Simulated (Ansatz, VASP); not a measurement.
# One calculation of Li3AsF6, two programs

```xyz
10
Lattice="0.0000 3.9587 3.9587 3.9587 0.0000 3.9587 3.9587 3.9587 0.0000" Properties=species:S:1:pos:R:3 pbc="T T T"
Li    1.9793    1.9793    1.9793
Li    5.9380    5.9380    5.9380
Li    3.9587    3.9587    3.9587
As    0.0000    0.0000    0.0000
F     3.9587    3.9587    2.0187
F     5.8986    3.9587    3.9587
F     3.9587    3.9587    5.8986
F     3.9587    2.0187    3.9587
F     3.9587    5.8986    3.9587
F     2.0187    3.9587    3.9587
```

Alike in both runs: task single point; functional PBEsol; k mesh 6 × 6 × 6; occupations gaussian, width 0.05 eV; no spin polarisation.

|  | VASP | Ansatz |
| --- | --- | --- |
| version | VASP 6.6.1 | Ansatz 0.2.0 |
| potentials or method | VASP PAW PBE potentials, release 64 (Li_sv, As, F), cutoff 520 eV | scalar-relativistic, plane waves, PAW |
| valence electrons in the cell | 56 | 66 |

```csv
,VASP,Ansatz,Ansatz less VASP
gap on the k mesh at the Fermi level (eV),3.98,3.97,-0.008
least direct gap on the mesh (eV),4.45,4.46,+0.007
rms of the force components (eV/Å),0.010,0.000,-0.0097
```

VASP's potentials were made for PBE, not for PBEsol. Atom by atom the forces differ by 0.010 eV/Å (rms over components). With one functional, cell and mesh, what is left measures potentials, basis and numerics. VASP's potentials hold 56 valence electrons a cell and Ansatz's 66, so a difference there can come from the potentials and not from the codes.

Noted on VASP's run: the cutoff is under 1.25 times that of the potentials, so the pressure is a little rough.
